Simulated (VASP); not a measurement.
Wanted: the native input for a VASP 6.6.1 run.

- Task: single point
- Functional: PBE
- Potentials or basis: VASP PAW PBE potentials, release 64 (Mg, S)
- Cutoff: 520 eV
- k mesh: 12 × 12 × 4
- Occupations: fermi-dirac, width 0.02 eV
- Spin: no spin polarisation
- Dipole correction: no
- Further INCAR settings: ALGO = Normal; EDIFF = 1e-06; NBANDS = 16

The structure of MgS lies in POSCAR:

```
MgS
1.0
    3.6656507645      0.0000000000      0.0000000000
   -1.8328253823      3.1745466835      0.0000000000
    0.0000000000      0.0000000000      6.1784098559
Mg S
2 2
Direct
    0.0000000000      0.0000000000      0.0000000000
    0.0000000000      0.0000000000      0.5000000000
    0.3333333333      0.6666666667      0.2500000000
    0.6666666667      0.3333333333      0.7500000000
```

The input as run:

INCAR

```
PREC = Accurate ; ENCUT = 520
EDIFF = 1E-6 ; ISMEAR = -1
SIGMA = 0.02 ; LREAL = False
LASPH = True ; NELM = 100
ALGO = Normal ; ISIF = 2
LWAVE = False ; LCHARG = False
GGA = PE ; NBANDS = 16
```

KPOINTS

```
regular mesh
0
Gamma
  12 12 4
```

Potentials or basis: VASP PAW PBE potentials, release 64 (Mg, S).

Command:

```sh
$ cat potpaw_PBE.64/Mg/POTCAR potpaw_PBE.64/S/POTCAR > POTCAR
$ mpirun -np 1 vasp_std > vasp.out
```

It gave:

```
Pressure               : -0.3 GPa
Band gap on the k mesh : 3.38 eV, indirect (least direct gap 3.41 eV)
```

Wall time 21 s on 1 thread of Intel(R) Xeon(R) 6975P-C (Granite Rapids), on a shared host, peak memory 0.21 GiB.
